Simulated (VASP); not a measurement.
# Fe (Fmmm) in VASP: further runs

Runs on Fe. Level: LDA. Tasks: single point.

Program: VASP 6.6.1. These are calculated values, not measurements. Logs are shortened: lines on timing, memory, paths and dates and some standing lists are left out, and cuts for length are marked.

### 1 The cell of the first run

The structure is orthorhombic, space group Fmmm (No. 69). Conventional cell: a = 2.936 Å, b = 3.804 Å, c = 3.850 Å, α = 90.00°, β = 90.00°, γ = 90.00°. Fe (site symmetry mmm) has 14 Fe at 2.40 to 2.94 Å within 3.2 Å.

### 2 Single point, LDA, collinear spin, ferromagnetic start (volume scaled by 0.94)

Input file INCAR:

```
ALGO = Normal ; EDIFF = 1E-6
ENCUT = 520 ; ISIF = 2
ISMEAR = -1 ; ISPIN = 2
LASPH = True ; LCHARG = False
LMAXMIX = 4 ; LORBIT = 11
LREAL = False ; LWAVE = False
MAGMOM = 3 ; NBANDS = 14
NELM = 150 ; PREC = Accurate
SIGMA = 0.05
```

Input file KPOINTS:

```
k-points
0
Gamma
  13 13 13
```

Input file POSCAR:

```
Fe
1.0
    0.0000000000      1.9021012277      1.9249897192
    1.4678507246      0.0000000000      1.9249897192
    1.4678507246      1.9021012277      0.0000000000
Fe
1
Direct
    0.0000000000      0.0000000000      0.0000000000
```

Potentials or basis: VASP PAW LDA potentials, release 64 (Fe).

Run with:

```console
$ cat potpaw_LDA.64/Fe/POTCAR > POTCAR
$ mpirun -np 1 vasp_std > vasp.out
```

OUTCAR:

```text
EDIFF = 1E-6
   ENCUT = 520
   ISIF = 2
   ISMEAR = -1
   ISPIN = 2
   LASPH = True
   LORBIT = 11
   LREAL = False
   NELM = 150
   PREC = Accurate

 ion  position               nearest neighbor table
   1  0.000  0.000  0.000-

  LATTYP: Found a face centered orthorhombic cell.
 ALAT       =     2.9357014492
 B/A-ratio  =     1.2958410524
 C/A-ratio  =     1.3114342535

  Lattice vectors:

 A1 = (   0.0000000000,   1.9021012277,   1.9249897192)
 A2 = (   1.4678507246,   0.0000000000,   1.9249897192)
 A3 = (   1.4678507246,   1.9021012277,   0.0000000000)

Analysis of symmetry for initial positions (statically):
=====================================================================
 Subroutine PRICEL returns:
 Original cell was already a primitive cell.

 Routine SETGRP: Setting up the symmetry group for a
 face centered orthorhombic supercell.

 Subroutine GETGRP returns: Found  8 space group operations
 (whereof  8 operations were pure point group operations)
 out of a pool of  8 trial point group operations.

The static configuration has the point symmetry D_2h.

Analysis of symmetry for dynamics (positions and initial velocities):
=====================================================================
 Subroutine PRICEL returns:
 Original cell was already a primitive cell.

 Routine SETGRP: Setting up the symmetry group for a
 face centered orthorhombic supercell.

 Subroutine GETGRP returns: Found  8 space group operations
 (whereof  8 operations were pure point group operations)
 out of a pool of  8 trial point group operations.

The dynamic configuration has the point symmetry D_2h.

Analysis of structural, dynamic, and magnetic symmetry:
=====================================================================
 Subroutine PRICEL returns:
 Original cell was already a primitive cell.

 Routine SETGRP: Setting up the symmetry group for a
 face centered orthorhombic supercell.

 Subroutine GETGRP returns: Found  8 space group operations
 (whereof  8 operations were pure point group operations)
 out of a pool of  8 trial point group operations.

The overall configuration has the point symmetry D_2h.

 Subroutine INISYM returns: Found  8 space group operations
 (whereof  8 operations are pure point group operations),
 and found     1 'primitive' translations

----------------------------------------------------------------------------------------

                                     Primitive cell

  volume of cell :      10.7491

  direct lattice vectors                    reciprocal lattice vectors
     0.000000000  1.902101228  1.924989719    -0.340634093  0.262867187  0.259741647
     1.467850725  0.000000000  1.924989719     0.340634093 -0.262867187  0.259741647
     1.467850725  1.902101228  0.000000000     0.340634093  0.262867187 -0.259741647

  length of vectors
     2.706210358  2.420779042  2.402618328     0.502589760  0.502589760  0.502589760

  position of ions in fractional coordinates (direct lattice)
     0.000000000  0.000000000  0.000000000

  ion indices of the primitive-cell ions
   primitive index   ion index
                 1           1

----------------------------------------------------------------------------------------

 KPOINTS: k-points

Automatic generation of k-mesh.
 Grid dimensions read from file:
 generate k-points for:   13   13   13

 Generating k-lattice:

  Cartesian coordinates                     Fractional coordinates (reciprocal lattice)
    -0.026202623  0.020220553  0.019980127     0.076923077  0.000000000  0.000000000
     0.026202623 -0.020220553  0.019980127     0.000000000  0.076923077  0.000000000
     0.026202623  0.020220553 -0.019980127     0.000000000  0.000000000  0.076923077

  Length of vectors
     0.038660751  0.038660751  0.038660751

  Shift w.r.t. Gamma in fractional coordinates (k-lattice)
     0.000000000  0.000000000  0.000000000

 Subroutine IBZKPT returns following result:
 ===========================================

 Found    343 irreducible k-points:

 Following reciprocal coordinates:
            Coordinates               Weight
  0.000000  0.000000  0.000000      1.000000
  0.076923  0.000000 -0.000000      8.000000
  0.153846  0.000000  0.000000      8.000000
  0.230769  0.000000  0.000000      8.000000
  0.307692  0.000000  0.000000      8.000000
  0.384615  0.000000  0.000000      8.000000
[... 16 lines left out ...]
  0.384615  0.153846  0.000000      8.000000
  0.461538  0.153846  0.000000      8.000000
 [... further k-points ...]
   k-points           NKPTS =    343   k-points in BZ     NKDIM =    343   number of bands    NBANDS=     14
   number of dos      NEDOS =    301   number of ions     NIONS =      1
   total plane-waves  NPLWV =   6480
   dimension x,y,z NGX =    20 NGY =   18 NGZ =   18
   dimension x,y,z NGXF=    40 NGYF=   36 NGZF=   36
   ions per type =               1
   NGX,Y,Z   is equivalent  to a cutoff of  12.29, 12.36, 12.45 a.u.
   NGXF,Y,Z  is equivalent  to a cutoff of  24.57, 24.72, 24.91 a.u.
 SYSTEM =  unknown system
   PREC   = accura    normal or accurate (medium, high low for compatibility)
   ISTART =      0    job   : 0-new  1-cont  2-samecut
   ICHARG =      2    charge: 1-file 2-atom 10-const
   ISPIN  =      2    spin polarized calculation?
   LNONCOLLINEAR =      F non collinear calculations
   LSORBIT =      F    spin-orbit coupling
   LASPH  =      T    aspherical Exc in radial PAW
   ENCUT  =  520.0 eV  38.22 Ry    6.18 a.u.   5.03  4.50  4.47*2*pi/ulx,y,z
   NELM   =    150;   NELMIN=  2; NELMDL= -5     # of ELM steps
   EDIFF  = 0.1E-05   stopping-criterion for ELM
   LREAL  =      F    real-space projection
   EDIFFG = 0.1E-04   stopping-criterion for IOM
   NSW    =      0    number of steps for IOM
   IBRION =     -1    ionic relax: 0-MD 1-quasi-New 2-CG
   NFREE  =      0    steps in history (QN), initial steepest desc. (CG)
   ISIF   =      2    stress and relaxation
   ISYM   =      2    0-nonsym 1-usesym 2-fastsym
   POTIM  = 0.5000    time-step for ionic-motion
   TEBEG  =    0.0;   TEEND  =   0.0 temperature during run
   PSTRESS=    0.0 pullay stress
   NELECT =       8.0000    total number of electrons
   NUPDOWN=      -1.0000    fix difference up-down
   EMIN   =  10.00;   EMAX   =-10.00  energy-range for DOS
   EFERMI =   0.00;   METHOD = LEGACY
   ISMEAR =    -1;   SIGMA  =   0.05  broadening in eV -4-tet -1-fermi 0-gaus
   EFERMI_NEDOS =   21; number of points for ismear=-14 and -15
   IALGO  =     38    algorithm
   IMIX   =      4    mixing-type and parameters
     AMIX     =   0.40;   BMIX     =  1.00
     AMIX_MAG =   1.60;   BMIX_MAG =  1.00
  volume/ion in A,a.u.               =      10.75        72.54
  Fermi-wavevector in a.u.,A,eV,Ry     =   1.483589  2.803576 29.946905  2.201035
  Thomas-Fermi vector in A             =   2.597231
   LORBIT       =     11    0 simple, 1 ext, 2 COOP (PROOUT), +10 PAW based schemes
   GGA     = CA    functional components
   LHFCALC =     F    Hartree Fock is set to
   AEXX    =    0.0000 exact exchange contribution
   IVDW    =     0    specifies the selected vdW correction
   LEPSILON=     F    determine dielectric tensor
   LRPA    =     F    only Hartree local field effects (RPA)
 spin polarized calculation
  energy-cutoff  :      520.00
  volume of cell :       10.75
 maximum number of plane-waves:       301
   NGX =  9   NGY =  9   NGZ =  9

 number of electron       8.0000004 magnetization       2.0001387

 Free energy of the ion-electron system (eV)
  ---------------------------------------------------
  ext. energy  EPLUGINS =         0.00000000
  ---------------------------------------------------
  free energy    TOTEN  =        -9.19935033 eV

  energy without entropy =       -9.19091875  energy(sigma->0) =       -9.19513454

 E-fermi :   6.3502     XC(G=0): -13.7322

 val. band max:        6.3472695483   @ k =  -0.2308   0.2308   0.1538
 cond. band min:       6.3502078039   @ k =  -0.3077   0.3846   0.3077
 fundamental gap:      0.0029382556
 Fermi energy:         6.3501887164

 spin component 1

 k-point     1 :       0.0000    0.0000    0.0000
  band No.  band energies     occupation
      1      -2.5647      1.00000
      2       3.7256      1.00000
      3       3.8388      1.00000
      4       4.2486      1.00000
      5       5.1050      1.00000
      6       5.5573      1.00000
      7      30.5637      0.00000
      8      32.1306      0.00000
      9      32.4176      0.00000
     10      36.7652      0.00000
     11      37.7860      0.00000
     12      38.5009      0.00000
     13      38.7677      0.00000
     14      38.8603      0.00000
[... 375 lines left out ...]
 k-point    24 :       0.4615    0.1538    0.0000
  band No.  band energies     occupation
      1       1.5271      1.00000
      2       2.9932      1.00000
      3       3.8229      1.00000
      4       5.0866      1.00000
      5       5.9260      0.99979
      6       7.7972      0.00000
      7      16.5862      0.00000
      8      22.4737      0.00000
      9      27.3076      0.00000
     10      32.9180      0.00000
     11      36.4282      0.00000
     12      40.0634      0.00000
     13      46.3776      0.00000
     14      48.2093      0.00000

 [... further k-points ...]

 spin component 2

 k-point     1 :       0.0000    0.0000    0.0000
  band No.  band energies     occupation
      1      -2.1921      1.00000
      2       5.3084      1.00000
      3       5.4464      1.00000
      4       5.9493      0.99967
      5       7.1595      0.00000
      6       7.7576      0.00000
      7      30.7212      0.00000
      8      32.3117      0.00000
      9      32.6165      0.00000
     10      37.3317      0.00000
     11      38.1522      0.00000
     12      39.3172      0.00000
     13      39.5460      0.00000
     14      39.6454      0.00000
[... 375 lines left out ...]
 k-point    24 :       0.4615    0.1538    0.0000
  band No.  band energies     occupation
      1       2.5071      1.00000
      2       4.4827      1.00000
      3       4.9982      1.00000
      4       7.0450      0.00000
      5       8.0167      0.00000
      6       9.3300      0.00000
      7      17.5564      0.00000
      8      23.1376      0.00000
      9      27.8888      0.00000
     10      33.3848      0.00000
     11      36.9835      0.00000
     12      40.6804      0.00000
     13      46.7741      0.00000
     14      48.8825      0.00000

 [... further k-points ...]
[... 5 lines left out ...]
  --------------------------------------------------------------------------------------
  -------------------------------------------------------------------------------------
  Total       -1.0318958     -0.2426580     -0.3947935      0.0000000      0.0000000      0.0000000
  in kB     -153.8057219    -36.1685673    -58.8446064      0.0000000      0.0000000      0.0000000
  external PRESSURE =     -82.9396319 kB  Pullay stress =       0.0000000 kB

 VOLUME and BASIS-vectors are now :
 -----------------------------------------------------------------------------
  energy-cutoff  :      520.00
  volume of cell :       10.75
      direct lattice vectors                 reciprocal lattice vectors
     0.000000000  1.902101228  1.924989719    -0.340634093  0.262867187  0.259741647
     1.467850725  0.000000000  1.924989719     0.340634093 -0.262867187  0.259741647
     1.467850725  1.902101228  0.000000000     0.340634093  0.262867187 -0.259741647

 POSITION                                       TOTAL-FORCE (eV/Angst)
 -----------------------------------------------------------------------------------
      0.00000      0.00000      0.00000         0.000000      0.000000      0.000000
 -----------------------------------------------------------------------------------
    total drift:                                0.000000     -0.000000      0.000000

  FREE ENERGIE OF THE ION-ELECTRON SYSTEM (eV)
  ---------------------------------------------------
  free  energy   TOTEN  =        -9.1993503346 eV

  energy  without entropy=       -9.1909187474  energy(sigma->0) =       -9.19513454

 total charge

# of ion       s       p       d       tot
------------------------------------------
    1        0.513   0.586   6.301   7.399

 magnetization (x)

# of ion       s       p       d       tot
------------------------------------------
    1       -0.010  -0.033   2.013   1.970
```

Run time: 56 s. Hardware: 1 thread of Intel Xeon Platinum 8375C at 2.90GHz (Ice Lake), shared host; peak memory 0.18 GiB.

What came out:

* Free energy: -9.1994 eV
* Pressure: -8.3 GPa
* Band gap on the k mesh: zero (filled and empty bands overlap)
* Net moment: 2.00 μB per cell
* Site moments: Fe +1.97 μB
* Valence electrons inside the program's atomic spheres: Fe 7.40

Levels at points of the mesh, in eV from the Fermi level:
Spin up:
```tsv
k point	band 3	band 4	band 5	band 6	band 7	band 8
(0.00, 0.00, 0.00)	-2.51	-2.10	-1.25	-0.79	24.21	25.78
```
Spin down:
```tsv
k point	band 1	band 2	band 3	band 4	band 5	band 6
(0.00, 0.00, 0.00)	-8.54	-1.04	-0.90	-0.40	0.81	1.41
```

### 3 Single point, LDA, collinear spin, ferromagnetic start (volume scaled by 0.96)

Input file INCAR:

```
SYSTEM = Fe
ALGO = Normal
EDIFF = 1E-6
ENCUT = 520
GGA = CA
ISIF = 2
ISMEAR = -1
ISPIN = 2
LASPH = .True.
LCHARG = .True.
LELF = .True.
LMAXMIX = 4
LORBIT = 11
LREAL = .False.
LVHAR = .True.
LWAVE = .False.
MAGMOM = 3
NBANDS = 14
NELM = 150
PREC = Accurate
SIGMA = 0.05
```

Input file KPOINTS:

```
k-points
0
Gamma
  13 13 13
  0 0 0
```

Input file POSCAR:

```
Fe
1.0
    0.0000000000      1.9154967481      1.9385464314
    1.4781880421      0.0000000000      1.9385464314
    1.4781880421      1.9154967481      0.0000000000
Fe
1
Direct
    0.0000000000      0.0000000000      0.0000000000
```

Potentials or basis: VASP PAW LDA potentials, release 64 (Fe).

Run with:

```console
$ cat potpaw_LDA.64/Fe/POTCAR > POTCAR
$ mpirun -np 1 vasp_std > vasp.out
```

It took 58 s on 1 thread of Intel Xeon Platinum 8375C at 2.90GHz (Ice Lake), shared host; peak memory 0.18 GiB.

The run converged. Its results:

* Free energy: -9.1844 eV
* Pressure: -12.5 GPa
* Band gap on the k mesh: zero (filled and empty bands overlap)
* Net moment: 2.04 μB per cell
* Site moments: Fe +2.01 μB
* Valence electrons inside the program's atomic spheres: Fe 7.35

Stress tensor (GPa, compression positive):
```
-19.24   0.00   0.00
  0.00  -8.23   0.00
  0.00   0.00 -10.14
```

Levels at points of the mesh, in eV from the Fermi level:
Spin up:
```tsv
k point	band 2	band 3	band 4	band 5	band 6	band 7	band 8	band 9
(0.00, 0.00, 0.00)	-2.57	-2.46	-2.06	-1.23	-0.80	24.03	25.57	25.85
```
Spin down:
```
           k point  band 1  band 2  band 3  band 4  band 5  band 6
(0.00, 0.00, 0.00)   -8.41   -0.95   -0.82   -0.33    0.85    1.43
```

[end of part 1 of 2]
